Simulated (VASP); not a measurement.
# Zn (P6_3/mmc) in VASP: notebook

Runs on Zn. Level: r2SCAN. Tasks: single point.

All numbers are computed with VASP 6.6.1; they aren't measurements. Logs are shortened: lines on timing, memory, paths and dates and some standing lists are left out, and cuts for length are marked.

## Step 1: The cell of the first run

It takes space group P6_3/mmc (No. 194, hexagonal). The conventional cell has a = 2.611 Å, b = 2.611 Å, c = 4.841 Å, α = 90.00°, β = 90.00°, γ = 120.00°. Within 3.4 Å of Zn (site symmetry -6m2) lie 12 Zn at 2.61 to 2.85 Å.

## Step 2: Single point, r2SCAN (uniaxial strain along c: -3.0 %, then relaxed in part)

POSCAR

```
Zn
1.0
    2.6110350421      0.0000000000      0.0000000000
   -1.3055175210      2.2612226766      0.0000000000
    0.0000000000      0.0000000000      4.8409847696
Zn
2
Direct
    0.3333333341      0.6666666659      0.2500000000
    0.6666666659      0.3333333341      0.7500000000
```

INCAR.step1

```
PREC = Accurate
ENCUT = 520
ISMEAR = 0
SIGMA = 0.1
LREAL = False
LASPH = True
NELM = 80
NBANDS = 19
GGA = PE
ALGO = Normal
EDIFF = 1E-4
LWAVE = True
LCHARG = False
```

INCAR.step2

```
PREC = Accurate
ENCUT = 520
EDIFF = 1E-7
ISMEAR = 0
SIGMA = 0.1
LREAL = False
LASPH = True
NELM = 80
ALGO = Normal
ISIF = 2
LWAVE = False
LCHARG = False
METAGGA = R2SCAN
LMIXTAU = True
NBANDS = 19
ISTART = 1
```

KPOINTS

```
Automatic mesh
0
Gamma
  24 24 10
```

Potentials or basis: VASP PAW PBE potentials, release 64 (Zn).

Run with:

```bash
> cat potpaw_PBE.64/Zn/POTCAR > POTCAR
> cp INCAR.step1 INCAR
> mpirun -np 1 vasp_std > vasp.out
> cp INCAR.step2 INCAR
> mpirun -np 1 vasp_std > vasp.out
```

OUTCAR:

```text
PREC = Accurate
   ENCUT = 520
   EDIFF = 1E-7
   ISMEAR = 0
   LREAL = False
   LASPH = True
   NELM = 80
   ISIF = 2
   METAGGA = R2SCAN
   ISTART = 1

 ion  position               nearest neighbor table
   1  0.333  0.667  0.250-   2 2.85   2 2.85   2 2.85   2 2.85   2 2.85   2 2.85
   2  0.667  0.333  0.750-   1 2.85   1 2.85   1 2.85   1 2.85   1 2.85   1 2.85

  LATTYP: Found a hexagonal cell.
 ALAT       =     2.6110350421
 C/A-ratio  =     1.8540481807

  Lattice vectors:

 A1 = (   2.6110350421,   0.0000000000,   0.0000000000)
 A2 = (  -1.3055175210,   2.2612226766,   0.0000000000)
 A3 = (   0.0000000000,   0.0000000000,   4.8409847696)

Analysis of symmetry for initial positions (statically):
=====================================================================
 Subroutine PRICEL returns:
 Original cell was already a primitive cell.

 Routine SETGRP: Setting up the symmetry group for a
 hexagonal supercell.

 Subroutine GETGRP returns: Found 24 space group operations
 (whereof 12 operations were pure point group operations)
 out of a pool of 24 trial point group operations.

The static configuration has the point symmetry D_3d.
 The point group associated with its full space group is D_6h.

Analysis of symmetry for dynamics (positions and initial velocities):
=====================================================================
 Subroutine PRICEL returns:
 Original cell was already a primitive cell.

 Routine SETGRP: Setting up the symmetry group for a
 hexagonal supercell.

 Subroutine GETGRP returns: Found 24 space group operations
 (whereof 12 operations were pure point group operations)
 out of a pool of 24 trial point group operations.

The dynamic configuration has the point symmetry D_3d.
 The point group associated with its full space group is D_6h.

 Subroutine INISYM returns: Found 24 space group operations
 (whereof 12 operations are pure point group operations),
 and found     1 'primitive' translations

----------------------------------------------------------------------------------------

                                     Primitive cell

  volume of cell :      28.5818

  direct lattice vectors                    reciprocal lattice vectors
     2.611035042  0.000000000  0.000000000     0.382989881  0.221119311  0.000000000
    -1.305517521  2.261222677  0.000000000     0.000000000  0.442238622  0.000000000
     0.000000000  0.000000000  4.840984770     0.000000000  0.000000000  0.206569541

  length of vectors
     2.611035042  2.611035042  4.840984770     0.442238622  0.442238622  0.206569541

  position of ions in fractional coordinates (direct lattice)
     0.333333334  0.666666666  0.250000000
     0.666666666  0.333333334  0.750000000

  ion indices of the primitive-cell ions
   primitive index   ion index
                 1           1
                 2           2

----------------------------------------------------------------------------------------

 KPOINTS: Automatic mesh

Automatic generation of k-mesh.
 Grid dimensions read from file:
 generate k-points for:   24   24   10

 Generating k-lattice:

  Cartesian coordinates                     Fractional coordinates (reciprocal lattice)
     0.015957912  0.009213305  0.000000000     0.041666667  0.000000000  0.000000000
     0.000000000  0.018426609  0.000000000     0.000000000  0.041666667  0.000000000
     0.000000000  0.000000000  0.020656954     0.000000000  0.000000000  0.100000000

  Length of vectors
     0.018426609  0.018426609  0.020656954

  Shift w.r.t. Gamma in fractional coordinates (k-lattice)
     0.000000000  0.000000000  0.000000000

 Subroutine IBZKPT returns following result:
 ===========================================

 Found    366 irreducible k-points:

 Following reciprocal coordinates:
            Coordinates               Weight
  0.000000  0.000000  0.000000      1.000000
  0.041667  0.000000  0.000000      6.000000
  0.083333  0.000000  0.000000      6.000000
  0.125000  0.000000  0.000000      6.000000
  0.166667  0.000000  0.000000      6.000000
  0.208333  0.000000  0.000000      6.000000
[... 16 lines left out ...]
  0.416667  0.041667  0.000000     12.000000
  0.458333  0.041667  0.000000     12.000000
 [... further k-points ...]
   k-points           NKPTS =    366   k-points in BZ     NKDIM =    366   number of bands    NBANDS=     19
   number of dos      NEDOS =    301   number of ions     NIONS =      2
   total plane-waves  NPLWV =  14400
   dimension x,y,z NGX =    20 NGY =   20 NGZ =   36
   dimension x,y,z NGXF=    40 NGYF=   40 NGZF=   72
   ions per type =               2
   NGX,Y,Z   is equivalent  to a cutoff of  12.73, 12.73, 12.36 a.u.
   NGXF,Y,Z  is equivalent  to a cutoff of  25.47, 25.47, 24.73 a.u.
 SYSTEM =  unknown system
   PREC   = accura    normal or accurate (medium, high low for compatibility)
   ISTART =      1    job   : 0-new  1-cont  2-samecut
   ICHARG =      0    charge: 1-file 2-atom 10-const
   ISPIN  =      1    spin polarized calculation?
   LNONCOLLINEAR =      F non collinear calculations
   LSORBIT =      F    spin-orbit coupling
   LASPH  =      T    aspherical Exc in radial PAW
   ENCUT  =  520.0 eV  38.22 Ry    6.18 a.u.   4.85  4.85  9.00*2*pi/ulx,y,z
   NELM   =     80;   NELMIN=  2; NELMDL=  0     # of ELM steps
   EDIFF  = 0.1E-06   stopping-criterion for ELM
   LREAL  =      F    real-space projection
   EDIFFG = 0.1E-05   stopping-criterion for IOM
   NSW    =      0    number of steps for IOM
   IBRION =     -1    ionic relax: 0-MD 1-quasi-New 2-CG
   NFREE  =      0    steps in history (QN), initial steepest desc. (CG)
   ISIF   =      2    stress and relaxation
   ISYM   =      2    0-nonsym 1-usesym 2-fastsym
   POTIM  = 0.5000    time-step for ionic-motion
   TEBEG  =    0.0;   TEEND  =   0.0 temperature during run
   PSTRESS=    0.0 pullay stress
   NELECT =      24.0000    total number of electrons
   NUPDOWN=      -1.0000    fix difference up-down
   EMIN   =  10.00;   EMAX   =-10.00  energy-range for DOS
   EFERMI =   0.00;   METHOD = LEGACY
   ISMEAR =     0;   SIGMA  =   0.10  broadening in eV -4-tet -1-fermi 0-gaus
   EFERMI_NEDOS =   21; number of points for ismear=-14 and -15
   IALGO  =     38    algorithm
   IMIX   =      4    mixing-type and parameters
     AMIX     =   0.40;   BMIX     =  1.00
     AMIX_MAG =   1.60;   BMIX_MAG =  1.00
  volume/ion in A,a.u.               =      14.29        96.44
  Fermi-wavevector in a.u.,A,eV,Ry     =   1.544479  2.918642 32.455545  2.385415
  Thomas-Fermi vector in A             =   2.649994
   LORBIT       =      0    0 simple, 1 ext, 2 COOP (PROOUT), +10 PAW based schemes
   METAGGA = R2SCAN    functional components
   LHFCALC =     F    Hartree Fock is set to
   AEXX    =    0.0000 exact exchange contribution
   IVDW    =     0    specifies the selected vdW correction
   LEPSILON=     F    determine dielectric tensor
   LRPA    =     F    only Hartree local field effects (RPA)
 non-spin polarized calculation
 Gauss-broadening in eV      SIGMA  =   0.10
  energy-cutoff  :      520.00
  volume of cell :       28.58
 maximum number of plane-waves:       792
 NGX is ok and might be reduce to    20
   NGX =  9   NGY =  9   NGZ = 19

 number of electron      24.0000036 magnetization

 Free energy of the ion-electron system (eV)
  ---------------------------------------------------
  ext. energy  EPLUGINS =         0.00000000
  ---------------------------------------------------
  free energy    TOTEN  =       -17.79990814 eV

  energy without entropy =      -17.79862242  energy(sigma->0) =      -17.79926528

 E-fermi :   3.4507     XC(G=0): -13.0127

 val. band max:        3.4401692332   @ k =   0.1250   0.0000   0.2000
 cond. band min:       3.4558303601   @ k =   0.2083   0.0833   0.1000
 fundamental gap:      0.0156611269
 Fermi energy:         3.4507358783

 k-point     1 :       0.0000    0.0000    0.0000
  band No.  band energies     occupation
      1      -7.9540      2.00000
      2      -5.8323      2.00000
      3      -4.9905      2.00000
      4      -4.7238      2.00000
      5      -4.7236      2.00000
      6      -4.6653      2.00000
[... 11 lines left out ...]
     18      24.1721      0.00000
     19      24.3003      0.00000

 k-point     2 :       0.0417    0.0000    0.0000
  band No.  band energies     occupation
      1      -7.8976      2.00000
      2      -5.8064      2.00000
      3      -4.9844      2.00000
      4      -4.7300      2.00000
      5      -4.7099      2.00000
      6      -4.6721      2.00000
[... 11 lines left out ...]
     18      23.4040      0.00000
     19      25.0422      0.00000

 k-point     3 :       0.0833    0.0000    0.0000
  band No.  band energies     occupation
      1      -7.7294      2.00000
      2      -5.7323      2.00000
      3      -4.9683      2.00000
      4      -4.7463      2.00000
      5      -4.6900      2.00000
      6      -4.6693      2.00000
[... 11 lines left out ...]
     18      22.8393      0.00000
     19      25.4234      0.00000

 k-point     4 :       0.1250    0.0000    0.0000
  band No.  band energies     occupation
      1      -7.4533      2.00000
      2      -5.6216      2.00000
      3      -4.9504      2.00000
      4      -4.7671      2.00000
      5      -4.7054      2.00000
      6      -4.6039      2.00000
[... 407 lines left out ...]
     18      19.8998      0.00000
     19      20.4127      0.00000

 k-point    23 :       0.4167    0.0417    0.0000
  band No.  band energies     occupation
      1      -5.5566      2.00000
      2      -5.4641      2.00000
      3      -5.2842      2.00000
      4      -4.7361      2.00000
      5      -4.5865      2.00000
      6      -4.5629      2.00000
[... 11 lines left out ...]
     18      19.7506      0.00000
     19      20.1398      0.00000

 k-point    24 :       0.4583    0.0417    0.0000
  band No.  band energies     occupation
      1      -5.5716      2.00000
      2      -5.4745      2.00000
      3      -5.3066      2.00000
      4      -4.7514      2.00000
      5      -4.5720      2.00000
      6      -4.5644      2.00000
[... 11 lines left out ...]
     18      19.6764      0.00000
     19      20.0011      0.00000

 [... further k-points ...]

------------------------ aborting loop because EDIFF is reached ----------------------------------------

  FORCE on cell =-STRESS in cart. coord.  units (eV):
  Direction    XX          YY          ZZ          XY          YZ          ZX
  --------------------------------------------------------------------------------------
  -------------------------------------------------------------------------------------
  Total        0.1086406      0.1086406      0.3901314      0.0000000      0.0000000      0.0000000
  in kB        6.0899395      6.0899395     21.8691413      0.0000000      0.0000000      0.0000000
  external PRESSURE =      11.3496734 kB  Pullay stress =       0.0000000 kB

 VOLUME and BASIS-vectors are now :
 -----------------------------------------------------------------------------
  energy-cutoff  :      520.00
  volume of cell :       28.58
      direct lattice vectors                 reciprocal lattice vectors
     2.611035042  0.000000000  0.000000000     0.382989881  0.221119311  0.000000000
    -1.305517521  2.261222677  0.000000000     0.000000000  0.442238622  0.000000000
     0.000000000  0.000000000  4.840984770     0.000000000  0.000000000  0.206569541

 POSITION                                       TOTAL-FORCE (eV/Angst)
 -----------------------------------------------------------------------------------
      0.00000      1.50748      1.21025        -0.000000      0.000000      0.000000
      1.30552      0.75374      3.63074         0.000000     -0.000000      0.000000
 -----------------------------------------------------------------------------------
    total drift:                                0.000000     -0.000000      0.000000

  FREE ENERGIE OF THE ION-ELECTRON SYSTEM (eV)
  ---------------------------------------------------
  free  energy   TOTEN  =       -17.7999081436 eV

  energy  without entropy=      -17.7986224191  energy(sigma->0) =      -17.79926528
```

Wall time 4.7 min (1 thread of Intel Xeon 6975P-C (Granite Rapids), shared host); peak memory 0.27 GiB.

Results:

* Free energy: -17.7999 eV
* Pressure: 1.1 GPa
* Band gap on the k mesh: zero (bands 12 and 13 overlap by 4.54 eV)

Caveat: the cell differs from its parent crystal (uniaxial strain along c: -3.0 %, then relaxed in part); the PAW data sets were made with another functional, which shifts forces and pressure a little.

## Step 3: Single point, r2SCAN (uniaxial strain along c: -3.0 %)

POSCAR

```
Zn
1.0
    2.6147231135      0.0000000000      0.0000000000
   -1.3073615567      2.2644166401      0.0000000000
    0.0000000000      0.0000000000      4.8409847696
Zn
2
Direct
    0.3333333350      0.6666666650      0.2500000000
    0.6666666650      0.3333333350      0.7500000000
```

INCAR.step1

```
SYSTEM = Zn
PREC = Accurate
ENCUT = 520
ISMEAR = 0
SIGMA = 0.1
LREAL = .FALSE.
LASPH = .TRUE.
NELM = 80
NBANDS = 19
GGA = PE
ALGO = Normal
EDIFF = 1E-4
LWAVE = .TRUE.
LCHARG = .FALSE.
```

INCAR.step2

```
SYSTEM = Zn
PREC = Accurate
ENCUT = 520
EDIFF = 1E-6
ISMEAR = 0
SIGMA = 0.1
LREAL = .FALSE.
LASPH = .TRUE.
NELM = 80
ALGO = Normal
ISIF = 2
LWAVE = .FALSE.
LCHARG = .TRUE.
METAGGA = R2SCAN
LMIXTAU = .TRUE.
LELF = .TRUE.
LVHAR = .TRUE.
NBANDS = 19
ISTART = 1
```

KPOINTS

```
regular mesh
0
G
  24 24 10
  0 0 0
```

Potentials or basis: VASP PAW PBE potentials, release 64 (Zn).

Run with:

```bash
> cat potpaw_PBE.64/Zn/POTCAR > POTCAR
> cp INCAR.step1 INCAR
> mpirun -np 1 vasp_std > vasp.out
> cp INCAR.step2 INCAR
> mpirun -np 1 vasp_std > vasp.out
```

It took 4 min on 1 thread of Intel Xeon 6975P-C (Granite Rapids), shared host; peak memory 0.27 GiB.

It converged, with:

- Free energy: -17.8000 eV
- Pressure: 0.8 GPa
- Band gap on the k mesh: zero (bands 12 and 13 overlap by 4.52 eV)

Stress tensor (GPa, compression positive):
```
0.20 0.00 0.00
0.00 0.20 0.00
0.00 0.00 2.03
```

Levels at points of the mesh, in eV from the Fermi level:
| k point | band 9 | band 10 | band 11 | band 12 | band 13 | band 14 | band 15 | band 16 |
| --- | --- | --- | --- | --- | --- | --- | --- | --- |
| (0.00, 0.00, 0.00) | -7.75 | -7.52 | -7.52 | -4.13 | -3.07 | 15.02 | 18.60 | 19.18 |
| (0.50, 0.00, 0.00) | -7.31 | -7.29 | -3.23 | -2.32 | 2.97 | 3.79 | 4.81 | 6.07 |
| (0.00, 0.00, 0.50) | -7.61 | -7.61 | -7.61 | -7.61 | 5.06 | 5.06 | 20.66 | 20.66 |
| (0.50, 0.00, 0.50) | -7.30 | -7.30 | -2.22 | -2.22 | 0.35 | 0.35 | 11.20 | 11.20 |

Caveat: the cell differs from its parent crystal (uniaxial strain along c: -3.0 %); the PAW data sets were made with another functional, which shifts forces and pressure a little.

## Step 4: Single point, r2SCAN (uniaxial strain along c: -2.0 %, then relaxed in part)

POSCAR

```
Zn
1.0
    2.6074592019      0.0000000000      0.0000000000
   -1.3037296010      2.2581259082      0.0000000000
    0.0000000000      0.0000000000      4.8908918291
Zn
2
Direct
    0.3333333350      0.6666666650      0.2500000000
    0.6666666650      0.3333333350      0.7500000000
```

INCAR.step1

```
ALGO = Normal
EDIFF = 1E-4
ENCUT = 520
GGA = PE
ISMEAR = 0
LASPH = T
LCHARG = F
LREAL = F
LWAVE = T
NBANDS = 19
NELM = 100
PREC = Accurate
SIGMA = 0.1
```

INCAR.step2

```
ALGO = Normal
EDIFF = 1E-6
ENCUT = 520
ISIF = 2
ISMEAR = 0
ISTART = 1
LASPH = T
LCHARG = F
LMIXTAU = T
LREAL = F
LWAVE = F
METAGGA = R2SCAN
NBANDS = 19
NELM = 100
PREC = Accurate
SIGMA = 0.1
```

KPOINTS

```
k-points
0
Gamma
  24 24 10
```

Run with:

```bash
> cat potpaw_PBE.64/Zn/POTCAR > POTCAR
> cp INCAR.step1 INCAR
> mpirun -np 1 vasp_std > vasp.out
> cp INCAR.step2 INCAR
> mpirun -np 1 vasp_std > vasp.out
```

It took 4 min on 1 thread of Intel Xeon 6975P-C (Granite Rapids), shared host; peak memory 0.27 GiB.

The run converged. Its results:

```yaml
Free_energy: -17.8024 eV
Pressure: 0.8 GPa
Band_gap_on_the_k_mesh: zero (bands 12 and 13 overlap by 4.73 eV)
```

Stress tensor (GPa, compression positive):
```
0.59 0.00 0.00
0.00 0.59 0.00
0.00 0.00 1.07
```

Levels at points of the mesh, in eV from the Fermi level:
```tsv
k point	band 8	band 9	band 10	band 11	band 12	band 13	band 14	band 15	band 16	band 17
(0.00, 0.00, 0.00)	-7.65	-7.65	-7.43	-7.43	-4.08	-3.15	14.57	18.26	19.49	19.49
(0.50, 0.00, 0.00)	-7.45	-7.21	-7.19	-3.09	-2.17	2.95	3.88	4.78	6.13	11.35
(0.00, 0.00, 0.50)	-8.08	-7.52	-7.52	-7.52	-7.52	4.86	4.86	20.93	20.93	20.93
(0.50, 0.00, 0.50)	-7.47	-7.20	-7.20	-2.11	-2.11	0.47	0.47	11.06	11.06	13.29
```

Caveat: the cell differs from its parent crystal (uniaxial strain along c: -2.0 %, then relaxed in part); the PAW data sets were made with another functional, which shifts forces and pressure a little.

(Part 1 of 2 ends here.)

The gap in the log of VASP goes by the Fermi energy; the results here count the filled bands.